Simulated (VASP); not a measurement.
# Pd (P6_3/mmc) in VASP: further runs, part 2 of 2

VASP 6.6.1.

### Step 3. Single point, PBE, collinear spin (13.20 Å³/atom)

This run uses another cell than the first one, of 13.20 Å³/atom.

Input file INCAR:

```
SYSTEM = Pd
PREC     = Accurate       ! precision mode
ENCUT    = 520            ! plane-wave cutoff, eV
EDIFF    = 1E-7           ! SCF threshold, eV
ISMEAR   = -1             ! smearing method
SIGMA    = 0.05           ! smearing width, eV
LREAL    = .False.        ! projectors in reciprocal space
LASPH    = .True.         ! aspherical terms in the spheres
NELM     = 150            ! most SCF steps
ALGO     = Normal         ! electronic algorithm
ISIF     = 2              ! what is computed and relaxed
LWAVE    = .False.        ! write WAVECAR
LCHARG   = .True.         ! write CHGCAR
ISPIN    = 2              ! spin polarisation
MAGMOM   = 0.6 0.6        ! initial moments
LORBIT   = 11             ! projections on sites
LMAXMIX  = 4              ! l up to which the mixer works
GGA      = PE             ! functional
LELF     = .True.         ! ELF
LVHAR    = .True.       
NBANDS   = 21             ! bands
```

Input file KPOINTS:

```
Automatic mesh
0
Gamma
  14 14 7
  0 0 0
```

Input file POSCAR:

```
Pd
1.0
    2.6368774808      0.0000000000      0.0000000000
   -1.3184387404      2.2836028851      0.0000000000
    0.0000000000      0.0000000000      4.3848033122
Pd
2
Direct
    0.6666666667      0.3333333333      0.7500000000
    0.3333333333      0.6666666667      0.2500000000
```

Potentials or basis: VASP PAW PBE potentials, release 64 (Pd).

On the command line:

```bash
$ cat potpaw_PBE.64/Pd/POTCAR > POTCAR
$ mpirun -np 1 vasp_std > vasp.out
```

OUTCAR:

```text
SYSTEM = Pd
   PREC = Accurate
   ENCUT = 520
   EDIFF = 1E-7
   ISMEAR = -1
   LREAL = .False.
   LASPH = .True.
   NELM = 150
   ISIF = 2
   ISPIN = 2
   LORBIT = 11
   GGA = PE

 ion  position               nearest neighbor table
   1  0.667  0.333  0.750-   2 2.67   2 2.67   2 2.67   2 2.67   2 2.67   2 2.67
   2  0.333  0.667  0.250-   1 2.67   1 2.67   1 2.67   1 2.67   1 2.67   1 2.67

  LATTYP: Found a hexagonal cell.
 ALAT       =     2.6368774808
 C/A-ratio  =     1.6628771508

  Lattice vectors:

 A1 = (   2.6368774808,   0.0000000000,   0.0000000000)
 A2 = (  -1.3184387404,   2.2836028851,   0.0000000000)
 A3 = (   0.0000000000,   0.0000000000,   4.3848033122)

Analysis of symmetry for initial positions (statically):
=====================================================================
 Subroutine PRICEL returns:
 Original cell was already a primitive cell.

 Routine SETGRP: Setting up the symmetry group for a
 hexagonal supercell.

 Subroutine GETGRP returns: Found 24 space group operations
 (whereof 12 operations were pure point group operations)
 out of a pool of 24 trial point group operations.

The static configuration has the point symmetry D_3d.
 The point group associated with its full space group is D_6h.

Analysis of symmetry for dynamics (positions and initial velocities):
=====================================================================
 Subroutine PRICEL returns:
 Original cell was already a primitive cell.

 Routine SETGRP: Setting up the symmetry group for a
 hexagonal supercell.

 Subroutine GETGRP returns: Found 24 space group operations
 (whereof 12 operations were pure point group operations)
 out of a pool of 24 trial point group operations.

The dynamic configuration has the point symmetry D_3d.
 The point group associated with its full space group is D_6h.

Analysis of structural, dynamic, and magnetic symmetry:
=====================================================================
 Subroutine PRICEL returns:
 Original cell was already a primitive cell.

 Routine SETGRP: Setting up the symmetry group for a
 hexagonal supercell.

 Subroutine GETGRP returns: Found 24 space group operations
 (whereof 12 operations were pure point group operations)
 out of a pool of 24 trial point group operations.

The overall configuration has the point symmetry D_3d.
 The point group associated with its full space group is D_6h.

 Subroutine INISYM returns: Found 24 space group operations
 (whereof 12 operations are pure point group operations),
 and found     1 'primitive' translations

----------------------------------------------------------------------------------------

                                     Primitive cell

  volume of cell :      26.4034

  direct lattice vectors                    reciprocal lattice vectors
     2.636877481  0.000000000  0.000000000     0.379236429  0.218952254  0.000000000
    -1.318438740  2.283602885  0.000000000     0.000000000  0.437904509  0.000000000
     0.000000000  0.000000000  4.384803312     0.000000000  0.000000000  0.228060401

  length of vectors
[... 71 lines left out ...]
   NGXF,Y,Z  is equivalent  to a cutoff of  25.22, 25.22, 27.30 a.u.
 SYSTEM =  Pd
   PREC   = accura    normal or accurate (medium, high low for compatibility)
   ISTART =      0    job   : 0-new  1-cont  2-samecut
   ICHARG =      2    charge: 1-file 2-atom 10-const
   ISPIN  =      2    spin polarized calculation?
   LNONCOLLINEAR =      F non collinear calculations
   LSORBIT =      F    spin-orbit coupling
   LASPH  =      T    aspherical Exc in radial PAW
   ENCUT  =  520.0 eV  38.22 Ry    6.18 a.u.   4.90  4.90  8.15*2*pi/ulx,y,z
   NELM   =    150;   NELMIN=  2; NELMDL= -5     # of ELM steps
   EDIFF  = 0.1E-06   stopping-criterion for ELM
   LREAL  =      F    real-space projection
   EDIFFG = 0.1E-05   stopping-criterion for IOM
   NSW    =      0    number of steps for IOM
   IBRION =     -1    ionic relax: 0-MD 1-quasi-New 2-CG
   NFREE  =      0    steps in history (QN), initial steepest desc. (CG)
   ISIF   =      2    stress and relaxation
   ISYM   =      2    0-nonsym 1-usesym 2-fastsym
   POTIM  = 0.5000    time-step for ionic-motion
   TEBEG  =    0.0;   TEEND  =   0.0 temperature during run
   PSTRESS=    0.0 pullay stress
   NELECT =      20.0000    total number of electrons
   NUPDOWN=      -1.0000    fix difference up-down
   EMIN   =  10.00;   EMAX   =-10.00  energy-range for DOS
   EFERMI =   0.00;   METHOD = LEGACY
   ISMEAR =    -1;   SIGMA  =   0.05  broadening in eV -4-tet -1-fermi 0-gaus
   EFERMI_NEDOS =   21; number of points for ismear=-14 and -15
   IALGO  =     38    algorithm
   IMIX   =      4    mixing-type and parameters
     AMIX     =   0.40;   BMIX     =  1.00
     AMIX_MAG =   1.60;   BMIX_MAG =  1.00
  volume/ion in A,a.u.               =      13.20        89.09
  Fermi-wavevector in a.u.,A,eV,Ry     =   1.492329  2.820093 30.300803  2.227046
  Thomas-Fermi vector in A             =   2.604871
   LORBIT       =     11    0 simple, 1 ext, 2 COOP (PROOUT), +10 PAW based schemes
   GGA     = PE    functional components
   LHFCALC =     F    Hartree Fock is set to
   AEXX    =    0.0000 exact exchange contribution
   IVDW    =     0    specifies the selected vdW correction
   LEPSILON=     F    determine dielectric tensor
   LRPA    =     F    only Hartree local field effects (RPA)
 spin polarized calculation
  energy-cutoff  :      520.00
  volume of cell :       26.40
 maximum number of plane-waves:       740
 NGX is ok and might be reduce to    20
   NGX =  9   NGY =  9   NGZ = 17

 number of electron      20.0000005 magnetization       0.0022544

 Free energy of the ion-electron system (eV)
  ---------------------------------------------------
  ext. energy  EPLUGINS =         0.00000000
  ---------------------------------------------------
  free energy    TOTEN  =        -9.94382172 eV

  energy without entropy =       -9.90708708  energy(sigma->0) =       -9.92545440

 E-fermi :  11.7858     XC(G=0): -13.8888

 val. band max:       11.7785679301   @ k =   0.2857   0.0000   0.0000
 cond. band min:      11.7912670686   @ k =   0.4286   0.1429   0.1429
 fundamental gap:      0.0126991385
 Fermi energy:        11.7858216255

 spin component 1

 k-point     1 :       0.0000    0.0000    0.0000
  band No.  band energies     occupation
      1       3.7456      1.00000
      2       5.5462      1.00000
      3       8.2645      1.00000
      4       8.4918      1.00000
      5       8.4918      1.00000
      6       8.9258      1.00000
[... 565 lines left out ...]
     20      37.6089      0.00000
     21      37.6167      0.00000

 [... further k-points ...]

 spin component 2

 k-point     1 :       0.0000    0.0000    0.0000
  band No.  band energies     occupation
      1       3.7457      1.00000
      2       5.5468      1.00000
      3       8.2654      1.00000
      4       8.4926      1.00000
      5       8.4926      1.00000
      6       8.9266      1.00000
[... 565 lines left out ...]
     20      37.6104      0.00000
     21      37.6182      0.00000

 [... further k-points ...]

------------------------ aborting loop because EDIFF is reached ----------------------------------------

  FORCE on cell =-STRESS in cart. coord.  units (eV):
  Direction    XX          YY          ZZ          XY          YZ          ZX
  --------------------------------------------------------------------------------------
  -------------------------------------------------------------------------------------
  Total        6.2603033      6.2603033      6.3941633      0.0000000      0.0000000      0.0000000
  in kB      379.8790171    379.8790171    388.0017255      0.0000000      0.0000000      0.0000000
  external PRESSURE =     382.5865866 kB  Pullay stress =       0.0000000 kB

 VOLUME and BASIS-vectors are now :
 -----------------------------------------------------------------------------
  energy-cutoff  :      520.00
  volume of cell :       26.40
      direct lattice vectors                 reciprocal lattice vectors
     2.636877481  0.000000000  0.000000000     0.379236429  0.218952254  0.000000000
    -1.318438740  2.283602885  0.000000000     0.000000000  0.437904509  0.000000000
     0.000000000  0.000000000  4.384803312     0.000000000  0.000000000  0.228060401

 POSITION                                       TOTAL-FORCE (eV/Angst)
 -----------------------------------------------------------------------------------
      1.31844      0.76120      3.28860         0.000000      0.000000      0.000000
     -0.00000      1.52240      1.09620        -0.000000      0.000000      0.000000
 -----------------------------------------------------------------------------------
    total drift:                               -0.000000      0.000000     -0.000000

  FREE ENERGIE OF THE ION-ELECTRON SYSTEM (eV)
  ---------------------------------------------------
  free  energy   TOTEN  =        -9.9438217212 eV

  energy  without entropy=       -9.9070870819  energy(sigma->0) =       -9.92545440

 total charge

# of ion       s       p       d       tot
------------------------------------------
    1        0.552   0.605   8.558   9.715
    2        0.552   0.605   8.558   9.715
--------------------------------------------------
tot          1.104   1.210  17.116  19.430

 magnetization (x)

# of ion       s       p       d       tot
------------------------------------------
    1       -0.000  -0.000   0.001   0.001
    2       -0.000  -0.000   0.001   0.001
--------------------------------------------------
tot         -0.000  -0.000   0.002   0.002
```

Run time: 4.5 min. Hardware: 1 thread of Intel Xeon 8259CL, shared host; peak memory 0.21 GiB.

What came out:

| Property | Result |
| --- | --- |
| Free energy | -9.9438 eV |
| Pressure | 38.3 GPa |
| Band gap on the k mesh | zero (filled and empty bands overlap) |
| Net moment | 0.00 μB per cell |
| Valence electrons inside the program's atomic spheres | Pd 9.71 |

Caveat: the cell stands under pressure.

### Step 4. Single point, PBE, collinear spin (13.98 Å³/atom)

This run uses another cell than the first one, of 13.98 Å³/atom.

Input file INCAR:

```
PREC     = Accurate       # precision mode
ENCUT    = 520            # plane-wave cutoff, eV
EDIFF    = 1E-7           # SCF threshold, eV
ISMEAR   = -1             # smearing method
SIGMA    = 0.05           # smearing width, eV
LREAL    = F              # projectors in reciprocal space
LASPH    = T              # aspherical terms in the spheres
NELM     = 150            # most SCF steps
ALGO     = Normal         # electronic algorithm
ISIF     = 2              # what is computed and relaxed
LWAVE    = F              # write WAVECAR
LCHARG   = F              # write CHGCAR
ISPIN    = 2              # spin polarisation
MAGMOM   = 0.6 0.6        # initial moments
LORBIT   = 11             # projections on sites
LMAXMIX  = 4              # l up to which the mixer works
GGA      = PE             # functional
NBANDS   = 21             # bands
```

Input file KPOINTS:

```
regular mesh
0
Gamma
  14 14 7
```

Input file POSCAR:

```
Pd
1.0
    2.6875990520      0.0000000000      0.0000000000
   -1.3437995260      2.3275290542      0.0000000000
    0.0000000000      0.0000000000      4.4691470540
Pd
2
Direct
    0.6666666667      0.3333333333      0.7500000000
    0.3333333333      0.6666666667      0.2500000000
```

On the command line:

```bash
$ cat potpaw_PBE.64/Pd/POTCAR > POTCAR
$ mpirun -np 1 vasp_std > vasp.out
```

It took 4 min on 1 thread of Intel Xeon 8259CL, shared host; peak memory 0.21 GiB.

Results (log left out):

| Quantity | Value |
| --- | --- |
| Free energy | -10.2248 eV |
| Pressure | 20.6 GPa |
| Net moment | 0.38 μB per cell |
| Site moments | Pd +0.19 μB |
| Valence electrons inside the program's atomic spheres | Pd 9.57 |

Stress tensor (GPa, compression positive):
```
20.43  0.00  0.00
 0.00 20.43  0.00
 0.00  0.00 20.82
```

Levels at points of the mesh, in eV from the Fermi level:
Spin up:
```tsv
k point	band 8	band 9	band 10	band 11	band 12	band 13
(0.00, 0.00, 0.00)	-1.91	-1.91	-0.33	-0.33	0.73	7.43
(0.50, 0.00, 0.00)	-0.06	-0.03	0.15	2.67	4.77	10.07
```
Spin down:
```tsv
k point	band 6	band 7	band 8	band 9	band 10	band 11	band 12	band 13	band 14	band 15
(0.00, 0.00, 0.00)	-2.53	-2.53	-1.78	-1.78	-0.20	-0.20	0.73	7.52	17.19	18.91
(0.50, 0.00, 0.00)	-2.28	-1.93	0.10	0.11	0.32	2.76	4.85	10.12	10.36	13.75
```

Caveat: the cell stands under pressure; a moment this small can come from the mesh or the smearing.

### Step 5. Overview

| cell | gap on the mesh (eV) | pressure (GPa) | moment (μB) |
| --- | --- | --- | --- |
| a = 2.584, b = 2.584, c = 4.297 Å, angles 90.0, 90.0, 120.0°, 2 atoms | none | 63.1 | 0.00 |
| a = 2.637, b = 2.637, c = 4.385 Å, angles 90.0, 90.0, 120.0°, 2 atoms | none | 38.3 | 0.00 |
| a = 2.688, b = 2.688, c = 4.469 Å, angles 90.0, 90.0, 120.0°, 2 atoms | none | 20.6 | 0.38 |

Alike in all rows: task single point; level PBE; potentials or basis VASP PAW PBE potentials, release 64 (Pd); spin collinear; k mesh 14 × 14 × 7; cutoff (eV) 520; smearing fermi-dirac 0.05 eV.

Caveats: the cell stands under pressure; a moment this small can come from the mesh or the smearing (at least some runs).

Total energies depend on the potentials used, so only differences within one code and one set of settings carry meaning.
